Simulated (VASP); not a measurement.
## BN: single point with HSE06

The system is BN.

```xyz
2
Lattice="0.0618 1.8076 1.8076 1.8076 0.0618 1.8076 1.8076 1.8076 0.0618" Properties=species:S:1:pos:R:3 pbc="T T T"
B     0.0000    0.0000    0.0000
N     1.8385    1.8385    1.8385
```

This cell differs from its parent crystal: strain along [111] +5.3%.

| Quantity | Value |
| --- | --- |
| Program | VASP 6.6.1 |
| Task | single point |
| Functional | HSE06 |
| Potentials or basis | VASP PAW PBE potentials, release 64 (B, N) |
| Cutoff | 520 eV |
| k mesh | 8 × 8 × 8 |
| Occupations | gaussian, width 0.01 eV |
| Spin | no spin polarisation |

```yaml
Pressure: -26.0 GPa
Band_gap_on_the_k_mesh: 1.47 eV (least direct gap 6.24 eV)
```

Stress tensor (GPa, compression positive):
```
-26.03 -21.41 -21.41
-21.41 -26.03 -21.41
-21.41 -21.41 -26.03
```

Levels at points of the mesh, in eV from the valence-band top:
```
           k point  band 1  band 2  band 3  band 4  band 5  band 6  band 7  band 8
(0.00, 0.00, 0.00)  -24.18   -2.08   -0.81   -0.81    9.26   13.19   13.19   13.57
(0.50, 0.00, 0.00)  -18.69  -13.37   -1.27   -0.80    5.44    6.18    7.80   14.45
(0.50, 0.50, 0.00)  -16.07  -12.59   -6.60   -5.60    1.47    9.85   15.72   15.92
(0.50, 0.50, 0.50)  -19.29  -14.03   -0.43   -0.43    6.80    6.80    8.96   15.01
```

Wall time 21 min on 1 thread of Intel(R) Xeon(R) Platinum 8259CL CPU @ 2.50GHz (Skylake/Cascade Lake), on a shared host, peak memory 0.24 GiB.

Caveat: the cell differs from its parent crystal (strain along [111] +5.3%); the cell stands under tension; the PAW data sets were made with another functional, which shifts forces and pressure a little. A k mesh can miss the band edges.
